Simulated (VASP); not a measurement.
# NaF in VASP: settings compared

NaF is run at these levels: PBE, r2SCAN; tasks: single point.

All numbers are computed with VASP 6.6.1; they aren't measurements. Logs are shortened: lines on timing, memory, paths and dates and some standing lists are left out, and cuts for length are marked.

## 1. The cell of the first run

The structure is tetragonal, space group I4/mmm (No. 139). The conventional cell has a = 3.249 Å, b = 3.249 Å, c = 4.489 Å, α = 90.00°, β = 90.00°, γ = 90.00°. Within 3.0 Å of Na (site symmetry 4/mmm) lie 6 F at 2.24 to 2.30 Å. F (site symmetry 4/mmm) has 6 Na at 2.24 to 2.30 Å within 3.0 Å.

## 2. Single point, PBE (uniaxial z strain -2.3%)

File INCAR:

```
SYSTEM = NaF
  PREC = Accurate
  ENCUT = 520
  EDIFF = 1E-6
  ISMEAR = -1
  SIGMA = 0.02
  LREAL = .FALSE.
  LASPH = .TRUE.
  NELM = 60
  ALGO = Normal
  ISIF = 2
  LWAVE = .FALSE.
  LCHARG = .FALSE.
  GGA = PE
  NBANDS = 14
```

File KPOINTS:

```
Automatic mesh
0
G
  10 10 10
  0 0 0
```

File POSCAR:

```
NaF
1.0
    0.0000000000      2.2971680881      2.2445629389
    2.2971680881      0.0000000000      2.2445629389
    2.2971680881      2.2971680881      0.0000000000
Na F
1 1
Direct
    0.0000000000      0.0000000000      0.0000000000
    0.5000000000      0.5000000000      0.5000000000
```

Potentials or basis: VASP PAW PBE potentials, release 64 (Na_pv, F).

On the command line:

```bash
> cat potpaw_PBE.64/Na_pv/POTCAR potpaw_PBE.64/F/POTCAR > POTCAR
> mpirun -np 1 vasp_std > vasp.out
```

OUTCAR:

```text
SYSTEM = NaF
   PREC = Accurate
   ENCUT = 520
   EDIFF = 1E-6
   ISMEAR = -1
   LREAL = .FALSE.
   LASPH = .TRUE.
   NELM = 60
   ISIF = 2
   GGA = PE

 ion  position               nearest neighbor table
   1  0.000  0.000  0.000-   2 2.24   2 2.24   2 2.30   2 2.30   2 2.30   2 2.30
   2  0.500  0.500  0.500-   1 2.24   1 2.24   1 2.30   1 2.30   1 2.30   1 2.30

  LATTYP: Found a body centered tetragonal cell.
 ALAT       =     3.2486862652
 C/A-ratio  =     1.3818280718

  Lattice vectors:

 A1 = (   0.0000000000,  -2.2971680881,  -2.2445629389)
 A2 = (   0.0000000000,   2.2971680881,  -2.2445629389)
 A3 = (   2.2971680881,   0.0000000000,   2.2445629389)

Analysis of symmetry for initial positions (statically):
=====================================================================
 Subroutine PRICEL returns:
 Original cell was already a primitive cell.

 Routine SETGRP: Setting up the symmetry group for a
 body centered tetragonal supercell.

 Subroutine GETGRP returns: Found 16 space group operations
 (whereof 16 operations were pure point group operations)
 out of a pool of 16 trial point group operations.

The static configuration has the point symmetry D_4h.

Analysis of symmetry for dynamics (positions and initial velocities):
=====================================================================
 Subroutine PRICEL returns:
 Original cell was already a primitive cell.

 Routine SETGRP: Setting up the symmetry group for a
 body centered tetragonal supercell.

 Subroutine GETGRP returns: Found 16 space group operations
 (whereof 16 operations were pure point group operations)
 out of a pool of 16 trial point group operations.

The dynamic configuration has the point symmetry D_4h.

 Subroutine INISYM returns: Found 16 space group operations
 (whereof 16 operations are pure point group operations),
 and found     1 'primitive' translations

----------------------------------------------------------------------------------------

                                     Primitive cell

  volume of cell :      23.6890

  direct lattice vectors                    reciprocal lattice vectors
     0.000000000  2.297168088  2.244562939    -0.217659301  0.217659301  0.222760517
     2.297168088  0.000000000  2.244562939     0.217659301 -0.217659301  0.222760517
     2.297168088  2.297168088  0.000000000     0.217659301  0.217659301 -0.222760517

  length of vectors
     3.211704222  3.211704222  3.248686265     0.379964986  0.379964986  0.379964986

  position of ions in fractional coordinates (direct lattice)
     0.000000000  0.000000000  0.000000000
     0.500000000  0.500000000  0.500000000

  ion indices of the primitive-cell ions
   primitive index   ion index
                 1           1
                 2           2

----------------------------------------------------------------------------------------

 KPOINTS: Automatic mesh

Automatic generation of k-mesh.
 Grid dimensions read from file:
 generate k-points for:   10   10   10

 Generating k-lattice:

  Cartesian coordinates                     Fractional coordinates (reciprocal lattice)
    -0.021765930  0.021765930  0.022276052     0.100000000  0.000000000  0.000000000
     0.021765930 -0.021765930  0.022276052     0.000000000  0.100000000  0.000000000
     0.021765930  0.021765930 -0.022276052     0.000000000  0.000000000  0.100000000

  Length of vectors
     0.037996499  0.037996499  0.037996499

  Shift w.r.t. Gamma in fractional coordinates (k-lattice)
     0.000000000  0.000000000  0.000000000

 Subroutine IBZKPT returns following result:
 ===========================================

 Found    102 irreducible k-points:

 Following reciprocal coordinates:
            Coordinates               Weight
  0.000000  0.000000  0.000000      1.000000
  0.100000 -0.000000  0.000000      8.000000
  0.200000 -0.000000  0.000000      8.000000
  0.300000  0.000000  0.000000      8.000000
  0.400000 -0.000000  0.000000      8.000000
  0.500000 -0.000000  0.000000      4.000000
[... 16 lines left out ...]
  0.300000  0.300000  0.000000      2.000000
  0.400000  0.300000  0.000000      8.000000
 [... further k-points ...]
   k-points           NKPTS =    102   k-points in BZ     NKDIM =    102   number of bands    NBANDS=     14
   number of dos      NEDOS =    301   number of ions     NIONS =      2
   total plane-waves  NPLWV =  13824
   dimension x,y,z NGX =    24 NGY =   24 NGZ =   24
   dimension x,y,z NGXF=    48 NGYF=   48 NGZF=   48
   ions per type =               1   1
   NGX,Y,Z   is equivalent  to a cutoff of  12.42, 12.42, 12.28 a.u.
   NGXF,Y,Z  is equivalent  to a cutoff of  24.85, 24.85, 24.56 a.u.
 SYSTEM =  NaF
   PREC   = accura    normal or accurate (medium, high low for compatibility)
   ISTART =      0    job   : 0-new  1-cont  2-samecut
   ICHARG =      2    charge: 1-file 2-atom 10-const
   ISPIN  =      1    spin polarized calculation?
   LNONCOLLINEAR =      F non collinear calculations
   LSORBIT =      F    spin-orbit coupling
   LASPH  =      T    aspherical Exc in radial PAW
   ENCUT  =  520.0 eV  38.22 Ry    6.18 a.u.   5.97  5.97  6.04*2*pi/ulx,y,z
   NELM   =     60;   NELMIN=  2; NELMDL= -5     # of ELM steps
   EDIFF  = 0.1E-05   stopping-criterion for ELM
   LREAL  =      F    real-space projection
   EDIFFG = 0.1E-04   stopping-criterion for IOM
   NSW    =      0    number of steps for IOM
   IBRION =     -1    ionic relax: 0-MD 1-quasi-New 2-CG
   NFREE  =      0    steps in history (QN), initial steepest desc. (CG)
   ISIF   =      2    stress and relaxation
   ISYM   =      2    0-nonsym 1-usesym 2-fastsym
   POTIM  = 0.5000    time-step for ionic-motion
   TEBEG  =    0.0;   TEEND  =   0.0 temperature during run
   PSTRESS=    0.0 pullay stress
   NELECT =      14.0000    total number of electrons
   NUPDOWN=      -1.0000    fix difference up-down
   EMIN   =  10.00;   EMAX   =-10.00  energy-range for DOS
   EFERMI =   0.00;   METHOD = LEGACY
   ISMEAR =    -1;   SIGMA  =   0.02  broadening in eV -4-tet -1-fermi 0-gaus
   EFERMI_NEDOS =   21; number of points for ismear=-14 and -15
   IALGO  =     38    algorithm
   IMIX   =      4    mixing-type and parameters
     AMIX     =   0.40;   BMIX     =  1.00
     AMIX_MAG =   1.60;   BMIX_MAG =  1.00
  volume/ion in A,a.u.               =      11.84        79.93
  Fermi-wavevector in a.u.,A,eV,Ry     =   1.373837  2.596175 25.680001  1.887427
  Thomas-Fermi vector in A             =   2.499317
   LORBIT       =      0    0 simple, 1 ext, 2 COOP (PROOUT), +10 PAW based schemes
   GGA     = PE    functional components
   LHFCALC =     F    Hartree Fock is set to
   AEXX    =    0.0000 exact exchange contribution
   IVDW    =     0    specifies the selected vdW correction
   LEPSILON=     F    determine dielectric tensor
   LRPA    =     F    only Hartree local field effects (RPA)
 non-spin polarized calculation
  energy-cutoff  :      520.00
  volume of cell :       23.69
 maximum number of plane-waves:       652
   NGX = 11   NGY = 11   NGZ = 13

 number of electron      14.0000000 magnetization

 Free energy of the ion-electron system (eV)
  ---------------------------------------------------
  ext. energy  EPLUGINS =         0.00000000
  ---------------------------------------------------
  free energy    TOTEN  =        -8.53079265 eV

  energy without entropy =       -8.53079265  energy(sigma->0) =       -8.53079265

 E-fermi :  -1.4158     XC(G=0):  -9.3906

 val. band max:       -1.8610150474   @ k =   0.0000   0.0000   0.0000
 cond. band min:       4.7079958502   @ k =   0.0000   0.0000   0.0000
 fundamental gap:      6.5690108976
 Fermi energy:        -1.4157576272

 k-point     1 :       0.0000    0.0000    0.0000
  band No.  band energies     occupation
      1     -21.1229      2.00000
      2     -20.6669      2.00000
      3     -20.6669      2.00000
      4     -20.6598      2.00000
      5      -1.8633      2.00000
      6      -1.8633      2.00000
      7      -1.8610      2.00000
      8       4.7080      0.00000
      9      17.4143      0.00000
     10      17.4143      0.00000
     11      17.5823      0.00000
     12      20.4356      0.00000
     13      22.3195      0.00000
     14      23.0170      0.00000

 k-point     2 :       0.1000   -0.0000    0.0000
  band No.  band energies     occupation
      1     -21.2402      2.00000
      2     -20.6685      2.00000
      3     -20.6637      2.00000
      4     -20.5313      2.00000
      5      -2.0719      2.00000
      6      -1.8918      2.00000
      7      -1.8884      2.00000
      8       5.0783      0.00000
      9      16.1711      0.00000
     10      17.5773      0.00000
     11      17.7014      0.00000
     12      21.9344      0.00000
     13      21.9656      0.00000
     14      22.6118      0.00000

 k-point     3 :       0.2000   -0.0000    0.0000
  band No.  band energies     occupation
      1     -21.4300      2.00000
      2     -20.6729      2.00000
      3     -20.6663      2.00000
      4     -20.3021      2.00000
      5      -2.5544      2.00000
      6      -1.9655      2.00000
      7      -1.9572      2.00000
      8       6.0285      0.00000
      9      14.4005      0.00000
     10      17.9832      0.00000
     11      18.1582      0.00000
     12      21.4084      0.00000
     13      21.9579      0.00000
     14      23.2711      0.00000
[... 324 lines left out ...]
 k-point    23 :       0.3000    0.3000    0.0000
  band No.  band energies     occupation
      1     -21.3943      2.00000
      2     -20.7104      2.00000
      3     -20.7104      2.00000
      4     -20.2569      2.00000
      5      -2.9949      2.00000
      6      -2.1745      2.00000
      7      -2.1745      2.00000
      8       8.1205      0.00000
      9      12.6219      0.00000
     10      16.8258      0.00000
     11      18.0717      0.00000
     12      18.0717      0.00000
     13      24.7486      0.00000
     14      24.8253      0.00000

 k-point    24 :       0.4000    0.3000    0.0000
  band No.  band energies     occupation
      1     -21.3463      2.00000
      2     -20.7223      2.00000
      3     -20.7174      2.00000
      4     -20.2929      2.00000
      5      -3.1045      2.00000
      6      -2.2862      2.00000
      7      -2.2325      2.00000
      8       9.1640      0.00000
      9      12.0687      0.00000
     10      15.6198      0.00000
     11      18.2038      0.00000
     12      18.2139      0.00000
     13      24.4908      0.00000
     14      25.1917      0.00000

 [... further k-points ...]
[... 5 lines left out ...]
  --------------------------------------------------------------------------------------
  -------------------------------------------------------------------------------------
  Total        0.6156451      0.6156451      1.0255166      0.0000000      0.0000000     -0.0000000
  in kB       41.6383663     41.6383663     69.3594991      0.0000000      0.0000000     -0.0000000
  external PRESSURE =      50.8787439 kB  Pullay stress =       0.0000000 kB

 VOLUME and BASIS-vectors are now :
 -----------------------------------------------------------------------------
  energy-cutoff  :      520.00
  volume of cell :       23.69
      direct lattice vectors                 reciprocal lattice vectors
     0.000000000  2.297168088  2.244562939    -0.217659301  0.217659301  0.222760517
     2.297168088  0.000000000  2.244562939     0.217659301 -0.217659301  0.222760517
     2.297168088  2.297168088  0.000000000     0.217659301  0.217659301 -0.222760517

 POSITION                                       TOTAL-FORCE (eV/Angst)
 -----------------------------------------------------------------------------------
      0.00000      0.00000      0.00000        -0.000000      0.000000      0.000000
      2.29717      2.29717      2.24456         0.000000     -0.000000      0.000000
 -----------------------------------------------------------------------------------
    total drift:                                0.000000     -0.000000      0.000000

  FREE ENERGIE OF THE ION-ELECTRON SYSTEM (eV)
  ---------------------------------------------------
  free  energy   TOTEN  =        -8.5307926476 eV

  energy  without entropy=       -8.5307926476  energy(sigma->0) =       -8.53079265
```

Run time: 7.4 s. Hardware: 1 thread of Intel Xeon 6975P-C (Granite Rapids), shared host; peak memory 0.14 GiB.

Results:

* Free energy: -8.5308 eV
* Pressure: 5.1 GPa
* Band gap on the k mesh: 6.57 eV, direct

Stress tensor (GPa, compression positive):
```
4.16 0.00 0.00
0.00 4.16 0.00
0.00 0.00 6.94
```

Levels at points of the mesh, in eV from the valence-band top:
```
           k point  band 3  band 4  band 5  band 6  band 7  band 8  band 9  band 10  band 11  band 12
(0.00, 0.00, 0.00)  -18.81  -18.80    0.00    0.00    0.00    6.57   19.28    19.28    19.44    22.30
(0.50, 0.00, 0.00)  -18.81  -18.04   -1.70   -0.29   -0.27   11.09   12.89    20.43    20.88    23.35
(0.50, 0.50, 0.00)  -18.87  -18.87   -1.32   -0.46   -0.46   13.32   13.78    14.16    20.23    20.23
(0.50, 0.00, 0.50)  -18.86  -18.86   -1.36   -0.43   -0.40   13.46   13.55    14.07    20.39    20.63
```

Caveat: the cell differs from its parent crystal (uniaxial z strain -2.3%).

(Continued in part 2 of 2.)
